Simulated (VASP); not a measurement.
# AlRh2 (P6/mmm) in VASP: notebook, part 2 of 2

VASP 6.6.1.

## 3. Relaxation of cell and atoms, PBE

This run uses another cell than the first one, of 12.34 Å³/atom, 0.841 times its volume.

File INCAR:

```
SYSTEM = AlRh2
ALGO     = Normal         ! electronic algorithm
EDIFF    = 1E-7           ! SCF threshold, eV
EDIFFG   = -0.04          ! ionic threshold
ENCUT    = 600            ! plane-wave cutoff, eV
GGA      = PE             ! functional
IBRION   = 2              ! ionic algorithm
ISIF     = 3              ! what is computed and relaxed
ISMEAR   = 0              ! smearing method
LASPH    = .TRUE.         ! aspherical terms in the spheres
LCHARG   = .FALSE.        ! write CHGCAR
LREAL    = .FALSE.        ! projectors in reciprocal space
LWAVE    = .FALSE.        ! write WAVECAR
NELM     = 80             ! most SCF steps
NSW      = 90             ! ionic steps
PREC     = Accurate       ! precision mode
SIGMA    = 0.1            ! smearing width, eV
```

File KPOINTS:

```
k-points
0
G
  6 6 6
  0 0 0
```

File POSCAR:

```
AlRh2
1.0
    3.4389409200      0.0000000000      0.0000000000
   -1.7194704600      2.9782102000      0.0000000000
    0.0000000000      0.0000000000      3.6158634600
Al Rh
1 2
Direct
    0.0000000000      0.0000000000      0.0000000000
    0.3333333300      0.6666666700      0.5000000000
    0.6666666700      0.3333333300      0.5000000000
```

Potentials or basis: VASP PAW PBE potentials, release 64 (Al, Rh_pv).

The run is started by

```console
$ cat potpaw_PBE.64/Al/POTCAR potpaw_PBE.64/Rh_pv/POTCAR > POTCAR
$ mpirun -np 1 vasp_std > vasp.out
```

OUTCAR:

```text
SYSTEM = AlRh2
   EDIFF = 1E-7
   EDIFFG = -0.04
   ENCUT = 600
   GGA = PE
   IBRION = 2
   ISIF = 3
   ISMEAR = 0
   LASPH = .TRUE.
   LREAL = .FALSE.
   NELM = 80
   NSW = 90
   PREC = Accurate

 ion  position               nearest neighbor table
   1  0.000  0.000  0.000-   2 2.69   3 2.69   2 2.69   3 2.69   3 2.69   3 2.69   2 2.69   2 2.69
                             3 2.69   3 2.69   2 2.69   2 2.69
   2  0.333  0.667  0.500-   3 1.99   3 1.99   3 1.99   1 2.69   1 2.69   1 2.69   1 2.69   1 2.69
                             1 2.69
   3  0.667  0.333  0.500-   2 1.99   2 1.99   2 1.99   1 2.69   1 2.69   1 2.69   1 2.69   1 2.69
                             1 2.69

  LATTYP: Found a hexagonal cell.
 ALAT       =     3.4389409200
 C/A-ratio  =     1.0514468100

  Lattice vectors:

 A1 = (   3.4389409200,   0.0000000000,   0.0000000000)
 A2 = (  -1.7194704600,   2.9782102000,   0.0000000000)
 A3 = (   0.0000000000,   0.0000000000,   3.6158634600)

Analysis of symmetry for initial positions (statically):
=====================================================================
 Subroutine PRICEL returns:
 Original cell was already a primitive cell.

 Routine SETGRP: Setting up the symmetry group for a
 hexagonal supercell.

 Subroutine GETGRP returns: Found 24 space group operations
 (whereof 24 operations were pure point group operations)
 out of a pool of 24 trial point group operations.

The static configuration has the point symmetry D_6h.

Analysis of symmetry for dynamics (positions and initial velocities):
=====================================================================
 Subroutine PRICEL returns:
 Original cell was already a primitive cell.

 Routine SETGRP: Setting up the symmetry group for a
 hexagonal supercell.

 Subroutine GETGRP returns: Found 24 space group operations
 (whereof 24 operations were pure point group operations)
 out of a pool of 24 trial point group operations.

The dynamic configuration has the point symmetry D_6h.

[... 114 lines left out ...]
   EFERMI =   0.00;   METHOD = LEGACY
   ISMEAR =     0;   SIGMA  =   0.10  broadening in eV -4-tet -1-fermi 0-gaus
   EFERMI_NEDOS =   21; number of points for ismear=-14 and -15
   IALGO  =     38    algorithm
   IMIX   =      4    mixing-type and parameters
     AMIX     =   0.40;   BMIX     =  1.00
     AMIX_MAG =   1.60;   BMIX_MAG =  1.00
  volume/ion in A,a.u.               =      12.34        83.30
  Fermi-wavevector in a.u.,A,eV,Ry     =   1.575368  2.977015 33.766741  2.481785
  Thomas-Fermi vector in A             =   2.676363
   LORBIT       =      0    0 simple, 1 ext, 2 COOP (PROOUT), +10 PAW based schemes
   GGA     = PE    functional components
   LHFCALC =     F    Hartree Fock is set to
   AEXX    =    0.0000 exact exchange contribution
   IVDW    =     0    specifies the selected vdW correction
   LEPSILON=     F    determine dielectric tensor
   LRPA    =     F    only Hartree local field effects (RPA)
 conjugate gradient relaxation of ions
 non-spin polarized calculation
 Gauss-broadening in eV      SIGMA  =   0.10
  energy-cutoff  :      600.00
  volume of cell :       37.03
 maximum number of plane-waves:      1254
 NGX is ok and might be reduce to    28
   NGX = 13   NGY = 13   NGZ = 15

--------------------------------------- Ionic step        1  -------------------------------------------

 number of electron      33.0000010 magnetization

 Free energy of the ion-electron system (eV)
  ---------------------------------------------------
  ext. energy  EPLUGINS =         0.00000000
  ---------------------------------------------------
  free energy    TOTEN  =        -9.62257523 eV

  energy without entropy =       -9.61277833  energy(sigma->0) =       -9.61767678

------------------------ aborting loop because EDIFF is reached ----------------------------------------

  FORCE on cell =-STRESS in cart. coord.  units (eV):
  Direction    XX          YY          ZZ          XY          YZ          ZX
  --------------------------------------------------------------------------------------
  -------------------------------------------------------------------------------------
  Total       52.8871587     52.8871588      4.9997211      0.0000000      0.0000000      0.0000000
  in kB     2288.0669836   2288.0669854    216.3038620      0.0000000      0.0000000      0.0000000
  external PRESSURE =    1597.4792770 kB  Pullay stress =       0.0000000 kB
[... 1215 lines left out ...]
     19      13.0462      0.00000
     20      14.5472      0.00000

 [... further k-points ...]

[... ionic steps 4 to 16 ...]

--------------------------------------- Ionic step       17  -------------------------------------------

 number of electron      33.0000009 magnetization

------------------------ aborting loop because EDIFF is reached ----------------------------------------
[... 69 lines left out ...]
--------------------------------------- Ionic step       19  -------------------------------------------

 number of electron      33.0000008 magnetization

 Free energy of the ion-electron system (eV)
  ---------------------------------------------------
  ext. energy  EPLUGINS =         0.00000000
  ---------------------------------------------------
  free energy    TOTEN  =       -19.21764503 eV

  energy without entropy =      -19.19411522  energy(sigma->0) =      -19.20588013

 E-fermi :  10.2893     XC(G=0): -12.5732

 val. band max:       10.2849616304   @ k =   0.1667  -0.0000   0.3333
 cond. band min:      10.2903981494   @ k =   0.3333   0.3333   0.1667
 fundamental gap:      0.0054365190
 Fermi energy:        10.2892935347
[... 582 lines left out ...]
  FREE ENERGIE OF THE ION-ELECTRON SYSTEM (eV)
  ---------------------------------------------------
  free  energy   TOTEN  =       -19.2176450288 eV

  energy  without entropy=      -19.1941152238  energy(sigma->0) =      -19.20588013

 reached required accuracy - stopping structural energy minimisation
```

It took 3.4 min on 1 thread of Intel Xeon 6975P-C (Granite Rapids), shared host; peak memory 0.18 GiB.

What came out:

| Quantity | Value |
| --- | --- |
| Free energy | -19.2176 eV |
| Relaxed volume | 14.64 Å³/atom |
| Relaxed cell | a = 4.291 Å, b = 4.291 Å, c = 2.754 Å, α = 90.00°, β = 90.00°, γ = 120.00° |
| Space group after relaxing (to 0.05 Å) | P6/mmm (No. 191) |
| Energy gained by relaxing | 3198.4 meV/atom |
| Ionic steps | 19 |
| Pressure after relaxing | 0.0 GPa |

The path:
| step | energy change (eV) | largest force (eV/Å) | pressure (GPa) | volume (Å³) |
| --- | --- | --- | --- | --- |
| 1 | 0.0000 | 0.0000 | 159.75 | 37.03 |
| 2 | 4.8751 | 0.0000 | -32.72 | 137.01 |
| 3 | -6.0923 | 0.0000 | -24.74 | 70.12 |
| 4 | -7.0822 | 0.0000 | -21.75 | 63.36 |
| 5 | -7.1959 | 0.0000 | 21.36 | 47.71 |
| 6 | -7.7618 | 0.0000 | -11.72 | 56.26 |
| 7 | -7.8156 | 0.0000 | -5.17 | 53.72 |
| 8 | -7.8167 | 0.0000 | -6.31 | 54.11 |
| 9 | -8.5349 | 0.0000 | -5.51 | 50.07 |
| 10 | -7.9999 | 0.0000 | 46.80 | 37.53 |
| 11 | -9.1456 | 0.0000 | -3.45 | 46.92 |
| 12 | -9.5587 | 0.0000 | 7.75 | 42.34 |
| 13 | -9.5677 | 0.0000 | 4.85 | 43.08 |
| 14 | -9.5691 | 0.0000 | 5.74 | 42.84 |
| 15 | -9.4871 | 0.0000 | -7.28 | 45.51 |
| 16 | -9.5937 | 0.0000 | 0.84 | 43.69 |
| 17 | -9.5937 | 0.0000 | 0.93 | 43.67 |
| 18 | -9.5945 | 0.0000 | -0.59 | 44.08 |
| 19 | -9.5951 | 0.0000 | 0.00 | 43.91 |

Final structure:
```
Al Rh
1.0
     4.29098    0.00000    0.00000
    -2.14549    3.71610    0.00000
     0.00000    0.00000    2.75394
Al Rh
1 2
Cartesian
  0.0000 0.0000 0.0000
  0.0000 2.4774 1.3770
  2.1455 1.2387 1.3770
```

Caveat: the volume moved by over 15 % at a fixed basis, so the end points are rough.

## 4. Single point, PBE

This run uses another cell than the first one, of 14.61 Å³/atom, 0.995 times its volume.

File INCAR:

```
PREC     = Accurate       # precision mode
ENCUT    = 520            # plane-wave cutoff, eV
EDIFF    = 1E-6           # SCF threshold, eV
ISMEAR   = 0              # smearing method
SIGMA    = 0.1            # smearing width, eV
LREAL    = F              # projectors in reciprocal space
LASPH    = T              # aspherical terms in the spheres
NELM     = 100            # most SCF steps
ALGO     = Fast           # electronic algorithm
ISIF     = 2              # what is computed and relaxed
LWAVE    = F              # write WAVECAR
LCHARG   = F              # write CHGCAR
GGA      = PE             # functional
NBANDS   = 24             # bands
```

File KPOINTS:

```
Automatic mesh
0
Gamma
  12 12 16
```

File POSCAR:

```
AlRh2
1.0
    4.2965304590      0.0000000000      0.0000000000
   -2.1482652295      3.7209045256      0.0000000000
    0.0000000000      0.0000000000      2.7412426422
Al Rh
1 2
Direct
    0.0000000000      0.0000000000      0.0000000000
    0.3333333333      0.6666666667      0.5000000000
    0.6666666667      0.3333333333      0.5000000000
```

The run is started by

```console
$ cat potpaw_PBE.64/Al/POTCAR potpaw_PBE.64/Rh_pv/POTCAR > POTCAR
$ mpirun -np 1 vasp_std > vasp.out
```

Run time: 47 s. Hardware: 1 thread of Intel Xeon 6975P-C (Granite Rapids), shared host; peak memory 0.27 GiB.

It converged, with:

* Free energy: -19.3212 eV
* Pressure: 0.0 GPa

Levels at points of the mesh, in eV from the Fermi level:
```tsv
k point	band 13	band 14	band 15	band 16	band 17	band 18	band 19	band 20	band 21	band 22
(0.00, 0.00, 0.00)	-2.95	-1.67	-1.67	-0.10	-0.10	2.90	4.09	4.09	5.20	5.20
(0.50, 0.00, 0.00)	-1.94	-1.56	-0.89	-0.73	-0.46	0.22	0.24	4.89	9.40	10.86
(0.00, 0.00, 0.50)	-2.44	-2.44	-2.42	-2.42	1.26	1.44	6.65	6.65	8.16	8.54
(0.50, 0.00, 0.50)	-2.41	-1.32	-0.24	0.68	1.62	1.90	2.37	4.08	4.36	5.10
```

## 5. Relaxation of cell and atoms, PBE

File INCAR:

```
SYSTEM = AlRh2
  PREC = Accurate
  ENCUT = 600
  EDIFF = 1E-7
  ISMEAR = 0
  SIGMA = 0.1
  LREAL = .FALSE.
  LASPH = .TRUE.
  NELM = 60
  ALGO = Fast
  ISIF = 3
  LWAVE = .FALSE.
  LCHARG = .FALSE.
  GGA = PE
  IBRION = 2
  NSW = 100
  EDIFFG = -0.01
```

File KPOINTS:

```
Automatic mesh
0
G
  12 12 16
  0 0 0
```

File POSCAR:

```
AlRh2
1.0
    4.2967109291      0.0000000000      0.0000000000
   -2.1483554645      3.7210608173      0.0000000000
    0.0000000000      0.0000000000      2.7538291447
Al Rh
1 2
Direct
    0.0000000000      0.0000000000      0.0000000000
    0.3333333333      0.6666666667      0.5000000000
    0.6666666667      0.3333333333      0.5000000000
```

The run is started by

```console
$ cat potpaw_PBE.64/Al/POTCAR potpaw_PBE.64/Rh_pv/POTCAR > POTCAR
$ mpirun -np 1 vasp_std > vasp.out
```

It took 4.7 min on 1 thread of Intel Xeon 6975P-C (Granite Rapids), shared host; peak memory 0.3 GiB.

It converged, with:

```yaml
Free_energy: -19.3214 eV
Relaxed_volume: 14.60 Å³/atom
Relaxed_cell: a = 4.296 Å, b = 4.296 Å, c = 2.740 Å, α = 90.00°, β = 90.00°, γ = 120.00°
Space_group_after_relaxing_to_0.05_Å: P6/mmm (No. 191)
Energy_gained_by_relaxing: 0.4 meV/atom
Ionic_steps: 5
Pressure_after_relaxing: 0.0 GPa
```

The path:
| step | energy change (eV) | largest force (eV/Å) | pressure (GPa) | volume (Å³) |
| --- | --- | --- | --- | --- |
| 1 | 0.0000 | 0.0000 | -0.82 | 44.03 |
| 2 | -0.0003 | 0.0000 | 1.11 | 43.55 |
| 3 | -0.0010 | 0.0000 | 0.23 | 43.77 |
| 4 | -0.0011 | 0.0000 | -0.14 | 43.83 |
| 5 | -0.0012 | 0.0000 | 0.02 | 43.80 |

Final structure:
```
Al Rh
1.0
     4.29631    0.00000    0.00000
    -2.14815    3.72071    0.00000
     0.00000    0.00000    2.74013
Al Rh
1 2
Cartesian
  0.0000 0.0000 0.0000
  0.0000 2.4805 1.3701
  2.1482 1.2402 1.3701
```

Levels at points of the mesh, in eV from the Fermi level:
```
           k point  band 14  band 15  band 16  band 17  band 18  band 19  band 20
(0.00, 0.00, 0.00)    -1.67    -1.67    -0.10    -0.10     2.90     4.09     4.09
(0.50, 0.00, 0.00)    -1.56    -0.89    -0.73    -0.46     0.22     0.23     4.89
(0.00, 0.00, 0.50)    -2.44    -2.43    -2.43     1.27     1.44     6.66     6.66
(0.50, 0.00, 0.50)    -1.32    -0.24     0.68     1.62     1.90     2.38     4.08
```

## 6. The runs side by side

| task | cell | k mesh | cutoff (eV) | gap on the mesh (eV) | pressure (GPa) | relaxed volume (Å³/atom) |
| --- | --- | --- | --- | --- | --- | --- |
| single point | a = 4.297, b = 4.297, c = 2.754 Å, angles 90.0, 90.0, 120.0°, 3 atoms | 6 × 6 × 6 | 520 | none | -0.2 | - |
| relaxation of cell and atoms | relaxed from a = 3.439, b = 3.439, c = 3.616 Å, angles 90.0, 90.0, 120.0°, 3 atoms | 6 × 6 × 6 | 600 | none | 0.0 | 14.64 |
| single point | a = 4.297, b = 4.297, c = 2.741 Å, angles 90.0, 90.0, 120.0°, 3 atoms | 12 × 12 × 16 | 520 | none | 0.0 | - |
| relaxation of cell and atoms | relaxed from a = 4.297, b = 4.297, c = 2.754 Å, angles 90.0, 90.0, 120.0°, 3 atoms | 12 × 12 × 16 | 600 | none | 0.0 | 14.60 |

Alike in all rows: level PBE; potentials or basis VASP PAW PBE potentials, release 64 (Al, Rh_pv); no spin polarisation; smearing gaussian 0.1 eV.

Caveats: some runs use coarse meshes; the volume moved by over 15 % at a fixed basis, so the end points are rough (some runs).

Absolute energies hang on the potentials; compare differences alone.
